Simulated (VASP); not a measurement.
# C in VASP: notebook, part 2 of 3

VASP 6.6.1. Earlier steps stand in the parts before.

**3. Single point, r2SCAN**

POSCAR

```
C
1.0
    1.2159619696     -2.1479622876      0.0091232276
    1.2232502972      2.1521701653     -0.0413730204
   -0.0941886657     -0.0851463517      7.1476530721
C
4
Direct
    0.1034933285      0.9456230676      0.7488005552
    0.5908149738      0.4138432831      0.2394105085
    0.9242568809      0.0859987362      0.2421136921
    0.4285181549      0.5893271320      0.7486182121
```

INCAR.step1

```
PREC     = Accurate       # precision mode
ENCUT    = 520            # plane-wave cutoff, eV
ISMEAR   = 0              # smearing method
SIGMA    = 0.1            # smearing width, eV
LREAL    = F              # projectors in reciprocal space
LASPH    = T              # aspherical terms in the spheres
NELM     = 60             # most SCF steps
NBANDS   = 16             # bands
GGA      = PE             # functional
ALGO     = Normal         # electronic algorithm
EDIFF    = 1E-4           # SCF threshold, eV
LWAVE    = T              # write WAVECAR
LCHARG   = F              # write CHGCAR
```

INCAR.step2

```
PREC     = Accurate       # precision mode
ENCUT    = 520            # plane-wave cutoff, eV
EDIFF    = 1E-6           # SCF threshold, eV
ISMEAR   = 0              # smearing method
SIGMA    = 0.1            # smearing width, eV
LREAL    = F              # projectors in reciprocal space
LASPH    = T              # aspherical terms in the spheres
NELM     = 60             # most SCF steps
ALGO     = Normal         # electronic algorithm
ISIF     = 2              # what is computed and relaxed
LWAVE    = F              # write WAVECAR
LCHARG   = T              # write CHGCAR
METAGGA  = R2SCAN         # meta-GGA
LMIXTAU  = T            
LELF     = T              # ELF
LVHAR    = T            
NBANDS   = 16             # bands
ISTART   = 1
```

KPOINTS

```
Automatic mesh
0
Gamma
  4 4 2
```

Potentials or basis: VASP PAW PBE potentials, release 64 (C).

Command:

```bash
cat potpaw_PBE.64/C/POTCAR > POTCAR
cp INCAR.step1 INCAR
mpirun -np 1 vasp_std > vasp.out
cp INCAR.step2 INCAR
mpirun -np 1 vasp_std > vasp.out
```

OUTCAR:

```text
PREC = Accurate
   ENCUT = 520
   EDIFF = 1E-6
   ISMEAR = 0
   LREAL = F
   LASPH = T
   NELM = 60
   ISIF = 2
   METAGGA = R2SCAN
   ISTART = 1

 ion  position               nearest neighbor table
   1  0.103  0.946  0.749-   4 1.37   4 1.43   4 1.47
   2  0.591  0.414  0.239-   3 1.41   3 1.42   3 1.43
   3  0.924  0.086  0.242-   2 1.41   2 1.42   2 1.43
   4  0.429  0.589  0.749-   1 1.37   1 1.43   1 1.47

  LATTYP: Found a triclinic cell.
 ALAT       =     2.4758613525
 B/A-ratio  =     0.9852850112
 C/A-ratio  =     2.8873913788
 COS(alpha) =     0.0264129970
 COS(beta)  =     0.0335709734
 COS(gamma) =     0.4957470287

  Lattice vectors:

 A1 = (   1.2232502972,   2.1521701653,  -0.0413730204)
 A2 = (   2.4392122668,   0.0042078777,  -0.0322497928)
 A3 = (   0.0941886657,   0.0851463517,  -7.1476530721)

Analysis of symmetry for initial positions (statically):
=====================================================================
 Subroutine PRICEL returns:
 Original cell was already a primitive cell.

[... 168 lines left out ...]
 E-fermi :   2.4830     XC(G=0): -10.6767

 val. band max:        2.0555471188   @ k =   0.0000   0.5000   0.5000
 cond. band min:       5.2805078818   @ k =   0.0000   0.5000   0.5000
 fundamental gap:      3.2249607630
 Fermi energy:         2.4829766993

 k-point     1 :       0.0000    0.0000    0.0000
  band No.  band energies     occupation
      1     -16.7568      2.00000
      2     -16.5754      2.00000
      3      -4.6529      2.00000
      4      -3.1912      2.00000
      5       0.1665      2.00000
      6       0.6768      2.00000
[... 357 lines left out ...]
      3      -9.9794      2.00000
      4      -9.5807      2.00000
      5      -2.6934      2.00000
      6      -2.3942      2.00000
[... 8 lines left out ...]
     15      17.3646      0.00000
     16      17.4911      0.00000

------------------------ aborting loop because EDIFF is reached ----------------------------------------

  FORCE on cell =-STRESS in cart. coord.  units (eV):
  Direction    XX          YY          ZZ          XY          YZ          ZX
  --------------------------------------------------------------------------------------
  -------------------------------------------------------------------------------------
  Total        1.9312852     -2.5129374      0.0033175      0.1230375      0.0064131     -0.0087323
  in kB       82.5713869   -107.4397107      0.1418384      5.2604239      0.2741881     -0.3733482
  external PRESSURE =      -8.2421618 kB  Pullay stress =       0.0000000 kB

 VOLUME and BASIS-vectors are now :
 -----------------------------------------------------------------------------
  energy-cutoff  :      520.00
  volume of cell :       37.47
      direct lattice vectors                 reciprocal lattice vectors
     1.215961970 -2.147962288  0.009123228     0.410405512 -0.233215692  0.002629966
     1.223250297  2.152170165 -0.041373020     0.409676189  0.231952455  0.008161666
    -0.094188666 -0.085146352  7.147653072     0.001847504  0.001640294  0.139949948

 POSITION                                       TOTAL-FORCE (eV/Angst)
 -----------------------------------------------------------------------------------
      1.21205      1.74908      5.31399        -2.444141     -2.085049      0.021433
      1.20209     -0.39877      1.69949         0.436889      0.425597      0.342573
      1.20625     -1.82080      1.73542        -0.432607     -0.426677     -0.320190
      1.17145      0.28415      5.33039         2.439859      2.086129     -0.043816
 -----------------------------------------------------------------------------------
    total drift:                                0.000154     -0.000356     -0.000927

  FREE ENERGIE OF THE ION-ELECTRON SYSTEM (eV)
  ---------------------------------------------------
  free  energy   TOTEN  =       -39.7067219362 eV

  energy  without entropy=      -39.7067219362  energy(sigma->0) =      -39.70672194
```

OUTCAR.step1:

```text
PREC = Accurate
   ENCUT = 520
   ISMEAR = 0
   LREAL = F
[... 606 lines left out ...]
      1.21205      1.74908      5.31399        -2.403801     -2.074592      0.021161
      1.20209     -0.39877      1.69949         0.433899      0.396119      0.333201
      1.20625     -1.82080      1.73542        -0.430128     -0.396977     -0.307935
      1.17145      0.28415      5.33039         2.400031      2.075450     -0.046427
 -----------------------------------------------------------------------------------
    total drift:                                0.000224     -0.000160      0.000248

  FREE ENERGIE OF THE ION-ELECTRON SYSTEM (eV)
  ---------------------------------------------------
  free  energy   TOTEN  =       -36.8338110774 eV

  energy  without entropy=      -36.8338110774  energy(sigma->0) =      -36.83381108
```

Wall time 62 s (1 thread of Intel Xeon 8259CL, shared host); peak memory 0.15 GiB.

What came out:

```
Free energy   : -39.7067 eV
Pressure      : -0.8 GPa
Largest force : 3.213 eV/Å
```

Forces in eV/Å, atoms in the order of the input:
```
C   -2.444 -2.085  0.021
C    0.437  0.426  0.343
C   -0.433 -0.427 -0.320
C    2.440  2.086 -0.044
```

Stress tensor (GPa, compression positive):
```
  8.26   0.53  -0.04
  0.53 -10.74   0.03
 -0.04   0.03   0.01
```

Caveat: the k points lie up to 0.74 Å⁻¹ apart; the PAW data sets were made with another functional, which shifts forces and pressure a little.

**4. Single point, r2SCAN**

POSCAR

```
C
1.0
    1.2280479700     -2.1270618200      0.0000000000
    1.2280479700      2.1270618200      0.0000000000
    0.0000000000      0.0000000000      7.1732677600
C
4
Direct
    0.0833794600      0.9166205400      0.7531376000
    0.5833794600      0.4166205400      0.2468624000
    0.9166205400      0.0833794600      0.2468624000
    0.4166205400      0.5833794600      0.7531376000
```

INCAR.step1

```
PREC = Accurate
ENCUT = 520
ISMEAR = 0
SIGMA = 0.1
LREAL = F
LASPH = T
NELM = 100
NBANDS = 16
GGA = PE
ALGO = Normal
EDIFF = 1E-4
LWAVE = T
LCHARG = F
```

INCAR.step2

```
PREC = Accurate
ENCUT = 520
EDIFF = 1E-6
ISMEAR = 0
SIGMA = 0.1
LREAL = F
LASPH = T
NELM = 100
ALGO = Normal
ISIF = 2
LWAVE = F
LCHARG = F
METAGGA = R2SCAN
LMIXTAU = T
NBANDS = 16
ISTART = 1
```

KPOINTS

```
Automatic mesh
0
Gamma
  6 6 2
```

Potentials or basis: VASP PAW PBE potentials, release 64 (C).

Command:

```bash
cat potpaw_PBE.64/C/POTCAR > POTCAR
cp INCAR.step1 INCAR
mpirun -np 1 vasp_std > vasp.out
cp INCAR.step2 INCAR
mpirun -np 1 vasp_std > vasp.out
```

OUTCAR:

```text
PREC = Accurate
   ENCUT = 520
   EDIFF = 1E-6
   ISMEAR = 0
   LREAL = F
   LASPH = T
   NELM = 100
   ISIF = 2
   METAGGA = R2SCAN
   ISTART = 1

 ion  position               nearest neighbor table
   1  0.083  0.917  0.753-   4 1.42   4 1.42   4 1.42
   2  0.583  0.417  0.247-   3 1.42   3 1.42   3 1.42
   3  0.917  0.083  0.247-   2 1.42   2 1.42   2 1.42
   4  0.417  0.583  0.753-   1 1.42   1 1.42   1 1.42

  LATTYP: Found a hexagonal cell.
 ALAT       =     2.4561135566
 C/A-ratio  =     2.9205765918

  Lattice vectors:

 A1 = (   1.2280479700,  -2.1270618200,   0.0000000000)
 A2 = (   1.2280479700,   2.1270618200,   0.0000000000)
 A3 = (   0.0000000000,   0.0000000000,   7.1732677600)

Analysis of symmetry for initial positions (statically):
=====================================================================
 Subroutine PRICEL returns:
 Original cell was already a primitive cell.

 Routine SETGRP: Setting up the symmetry group for a
 hexagonal supercell.

 Subroutine GETGRP returns: Found  8 space group operations
 (whereof  4 operations were pure point group operations)
 out of a pool of 24 trial point group operations.

The static configuration has the point symmetry C_2h.
 The point group associated with its full space group is D_2h.

Analysis of symmetry for dynamics (positions and initial velocities):
=====================================================================
 Subroutine PRICEL returns:
 Original cell was already a primitive cell.

 Routine SETGRP: Setting up the symmetry group for a
 hexagonal supercell.

 Subroutine GETGRP returns: Found  8 space group operations
 (whereof  4 operations were pure point group operations)
 out of a pool of 24 trial point group operations.

The dynamic configuration has the point symmetry C_2h.
 The point group associated with its full space group is D_2h.

 Subroutine INISYM returns: Found  8 space group operations
 (whereof  4 operations are pure point group operations),
 and found     1 'primitive' translations

----------------------------------------------------------------------------------------

                                     Primitive cell

  volume of cell :      37.4751

  direct lattice vectors                    reciprocal lattice vectors
     1.228047970 -2.127061820  0.000000000     0.407150219 -0.235066041  0.000000000
     1.228047970  2.127061820  0.000000000     0.407150219  0.235066041  0.000000000
     0.000000000  0.000000000  7.173267760     0.000000000  0.000000000  0.139406479

  length of vectors
     2.456113557  2.456113557  7.173267760     0.470135453  0.470135453  0.139406479

  position of ions in fractional coordinates (direct lattice)
     0.083379460  0.916620540  0.753137600
     0.583379460  0.416620540  0.246862400
     0.916620540  0.083379460  0.246862400
     0.416620540  0.583379460  0.753137600

  ion indices of the primitive-cell ions
   primitive index   ion index
                 1           1
                 2           2
                 3           3
                 4           4

----------------------------------------------------------------------------------------

 KPOINTS: Automatic mesh

Automatic generation of k-mesh.
 Grid dimensions read from file:
 generate k-points for:    6    6    2

 Generating k-lattice:

  Cartesian coordinates                     Fractional coordinates (reciprocal lattice)
     0.067858370 -0.039177673  0.000000000     0.166666667 -0.000000000  0.000000000
     0.067858370  0.039177673  0.000000000    -0.000000000  0.166666667  0.000000000
     0.000000000  0.000000000  0.069703239     0.000000000  0.000000000  0.500000000

  Length of vectors
     0.078355909  0.078355909  0.069703239

  Shift w.r.t. Gamma in fractional coordinates (k-lattice)
     0.000000000  0.000000000  0.000000000

 Subroutine IBZKPT returns following result:
 ===========================================

 Found     26 irreducible k-points:

 Following reciprocal coordinates:
            Coordinates               Weight
  0.000000  0.000000  0.000000      1.000000
  0.166667  0.000000  0.000000      4.000000
 -0.166667  0.166667  0.000000      2.000000
  0.333333  0.000000  0.000000      4.000000
 -0.333333  0.333333  0.000000      2.000000
  0.500000  0.000000  0.000000      2.000000
[... 16 lines left out ...]
  0.333333  0.166667  0.500000      4.000000
 -0.166667  0.500000  0.500000      4.000000
 [... further k-points ...]
   k-points           NKPTS =     26   k-points in BZ     NKDIM =     26   number of bands    NBANDS=     16
   number of dos      NEDOS =    301   number of ions     NIONS =      4
   total plane-waves  NPLWV =  17496
   dimension x,y,z NGX =    18 NGY =   18 NGZ =   54
   dimension x,y,z NGXF=    36 NGYF=   36 NGZF=  108
   ions per type =               4
   NGX,Y,Z   is equivalent  to a cutoff of  12.18, 12.18, 12.51 a.u.
   NGXF,Y,Z  is equivalent  to a cutoff of  24.37, 24.37, 25.03 a.u.
 SYSTEM =  unknown system
   PREC   = accura    normal or accurate (medium, high low for compatibility)
   ISTART =      1    job   : 0-new  1-cont  2-samecut
   ICHARG =      0    charge: 1-file 2-atom 10-const
   ISPIN  =      1    spin polarized calculation?
   LNONCOLLINEAR =      F non collinear calculations
   LSORBIT =      F    spin-orbit coupling
   LASPH  =      T    aspherical Exc in radial PAW
   ENCUT  =  520.0 eV  38.22 Ry    6.18 a.u.   4.57  4.57 13.34*2*pi/ulx,y,z
   NELM   =    100;   NELMIN=  2; NELMDL=  0     # of ELM steps
   EDIFF  = 0.1E-05   stopping-criterion for ELM
   LREAL  =      F    real-space projection
[... 7 lines left out ...]
   TEBEG  =    0.0;   TEEND  =   0.0 temperature during run
   PSTRESS=    0.0 pullay stress
   NELECT =      16.0000    total number of electrons
   NUPDOWN=      -1.0000    fix difference up-down
   EMIN   =  10.00;   EMAX   =-10.00  energy-range for DOS
   EFERMI =   0.00;   METHOD = LEGACY
   ISMEAR =     0;   SIGMA  =   0.10  broadening in eV -4-tet -1-fermi 0-gaus
   EFERMI_NEDOS =   21; number of points for ismear=-14 and -15
   IALGO  =     38    algorithm
   IMIX   =      4    mixing-type and parameters
     AMIX     =   0.40;   BMIX     =  1.00
     AMIX_MAG =   1.60;   BMIX_MAG =  1.00
  volume/ion in A,a.u.               =       9.37        63.22
  Fermi-wavevector in a.u.,A,eV,Ry     =   1.232728  2.329519 20.675669  1.519619
  Thomas-Fermi vector in A             =   2.367487
   LORBIT       =      0    0 simple, 1 ext, 2 COOP (PROOUT), +10 PAW based schemes
   METAGGA = R2SCAN    functional components
   LHFCALC =     F    Hartree Fock is set to
   AEXX    =    0.0000 exact exchange contribution
   IVDW    =     0    specifies the selected vdW correction
   LEPSILON=     F    determine dielectric tensor
   LRPA    =     F    only Hartree local field effects (RPA)
 non-spin polarized calculation
 Gauss-broadening in eV      SIGMA  =   0.10
  energy-cutoff  :      520.00
  volume of cell :       37.48
 maximum number of plane-waves:      1020
   NGX =  9   NGY =  9   NGZ = 27

 number of electron      15.9999996 magnetization

 Free energy of the ion-electron system (eV)
  ---------------------------------------------------
  ext. energy  EPLUGINS =         0.00000000
  ---------------------------------------------------
  free energy    TOTEN  =       -39.66149920 eV

  energy without entropy =      -39.65540813  energy(sigma->0) =      -39.65845366

 E-fermi :   4.1186     XC(G=0): -10.6663

 val. band max:        4.1036626688   @ k =   0.3333   0.3333   0.5000
 cond. band min:       4.1288389355   @ k =   0.3333   0.3333   0.5000
 fundamental gap:      0.0251762667
 Fermi energy:         4.1186385616

 k-point     1 :       0.0000    0.0000    0.0000
  band No.  band energies     occupation
      1     -16.8122      2.00000
      2     -16.6384      2.00000
      3      -4.6790      2.00000
      4      -3.2568      2.00000
      5       0.8936      2.00000
      6       0.8999      2.00000
[... 8 lines left out ...]
     15      16.5936      0.00000
     16      16.6844      0.00000
[... 419 lines left out ...]
 k-point    24 :      -0.1667    0.5000    0.5000
  band No.  band energies     occupation
      1     -12.0275      2.00000
      2     -12.0140      2.00000
      3      -8.0722      2.00000
      4      -8.0633      2.00000
      5      -4.4467      2.00000
      6      -4.4413      2.00000
[... 8 lines left out ...]
     15      18.4084      0.00000
     16      18.4470      0.00000

 [... further k-points ...]

------------------------ aborting loop because EDIFF is reached ----------------------------------------

  FORCE on cell =-STRESS in cart. coord.  units (eV):
  Direction    XX          YY          ZZ          XY          YZ          ZX
  --------------------------------------------------------------------------------------
  -------------------------------------------------------------------------------------
  Total        0.4347813      0.2701837     -0.2027661      0.0000000      0.0000000      0.0000000
  in kB       18.5882679     11.5512041     -8.6688877      0.0000000      0.0000000      0.0000000
  external PRESSURE =       7.1568615 kB  Pullay stress =       0.0000000 kB

 VOLUME and BASIS-vectors are now :
 -----------------------------------------------------------------------------
  energy-cutoff  :      520.00
  volume of cell :       37.48
      direct lattice vectors                 reciprocal lattice vectors
     1.228047970 -2.127061820  0.000000000     0.407150219 -0.235066041  0.000000000
     1.228047970  2.127061820  0.000000000     0.407150219  0.235066041  0.000000000
     0.000000000  0.000000000  7.173267760     0.000000000  0.000000000  0.139406479

 POSITION                                       TOTAL-FORCE (eV/Angst)
 -----------------------------------------------------------------------------------
      1.22805      1.77236      5.40246         0.000000      0.016370      0.003958
      1.22805     -0.35471      1.77081         0.000000      0.016370     -0.003958
      1.22805     -1.77236      1.77081         0.000000     -0.016370     -0.003958
      1.22805      0.35471      5.40246         0.000000     -0.016370      0.003958
 -----------------------------------------------------------------------------------
    total drift:                                0.000000     -0.000000      0.000000

  FREE ENERGIE OF THE ION-ELECTRON SYSTEM (eV)
  ---------------------------------------------------
  free  energy   TOTEN  =       -39.6614992000 eV

  energy  without entropy=      -39.6554081297  energy(sigma->0) =      -39.65845366
```

It took 70 s on 1 thread of Intel Xeon 8259CL, shared host; peak memory 0.14 GiB.

What came out:

| Property | Result |
| --- | --- |
| Free energy | -39.6615 eV |
| Pressure | 0.7 GPa |
| Largest force | 0.017 eV/Å |

Forces on the atoms (eV/Å):
```
C    0.000  0.016  0.004
C    0.000  0.016 -0.004
C    0.000 -0.016 -0.004
C    0.000 -0.016  0.004
```

Caveat: the k points lie up to 0.49 Å⁻¹ apart; the PAW data sets were made with another functional, which shifts forces and pressure a little.

(Continued in part 3 of 3.)
